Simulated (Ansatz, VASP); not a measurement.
Two plane-wave programs on Ir4Rh

The input INCAR:

```
SYSTEM = Ir4Rh
  PREC = Accurate
  ENCUT = 520
  EDIFF = 1E-7
  ISMEAR = 0
  SIGMA = 0.1
  LREAL = .FALSE.
  LASPH = .TRUE.
  NELM = 80
  ALGO = Normal
  ISIF = 2
  LWAVE = .FALSE.
  LCHARG = .FALSE.
  GGA = PE
  NBANDS = 34
```

Contents of KPOINTS:

```
Automatic mesh
0
G
  6 6 6
  0 0 0
```

POSCAR

```
Ir4Rh
1.0
   -3.0307599300      3.0307599300      1.9168208800
    3.0307599300     -3.0307599300      1.9168208800
    3.0307599300      3.0307599300     -1.9168208800
Ir Rh
4 1
Direct
    0.6000000000      0.8000000000      0.4000000000
    0.4000000000      0.2000000000      0.6000000000
    0.8000000000      0.4000000000      0.2000000000
    0.2000000000      0.6000000000      0.8000000000
    0.0000000000      0.0000000000      0.0000000000
```

Input for Ansatz:

```yaml
crystal:
  lattice:
    - [-3.03075993, 3.03075993, 1.91682088]
    - [3.03075993, -3.03075993, 1.91682088]
    - [3.03075993, 3.03075993, -1.91682088]
  atoms:
    - { symbol: Ir, position: [0.6, 0.8, 0.4] }
    - { symbol: Ir, position: [0.4, 0.2, 0.6] }
    - { symbol: Ir, position: [0.8, 0.4, 0.2] }
    - { symbol: Ir, position: [0.2, 0.6, 0.8] }
    - { symbol: Rh, position: [0.0, 0.0, 0.0] }
basis:
  ecutwfc: 420
kpoints:
  mp_grid: { grid: [6, 6, 6] }
hamiltonian:
  xc: pbe
scf:
  occupations: { method: gaussian, width: 0.1 }
  lower_state_search: "off"
output:
  forces: true
  stress: true
  eigenvalues: true
```

Alike in both runs: task single point; functional PBE; k mesh 6 × 6 × 6; occupations gaussian, width 0.1 eV; no spin polarisation.

|  | VASP | Ansatz |
| --- | --- | --- |
| version | VASP 6.6.1 | Ansatz 0.2.0 |
| potentials or method | VASP PAW PBE potentials, release 64 (Ir, Rh_pv), cutoff 520 eV | scalar-relativistic, plane waves, PAW |
| valence electrons in the cell | 51 | 85 |

```tsv
	VASP	Ansatz	Ansatz less VASP
gap on the k mesh at the Fermi level (eV)	none	none	-
pressure (GPa)	7.8	7.4	-0.44
rms of the force components (eV/Å)	0.049	0.054	+0.0047
```

Atom by atom the forces differ by 0.007 eV/Å (rms over components). A gap of «none» marks a metal or a gap that the smearing closes. VASP's potentials hold 51 valence electrons a cell and Ansatz's 85, so a difference there can come from the potentials and not from the codes.

Neither program's run includes spin-orbit coupling.
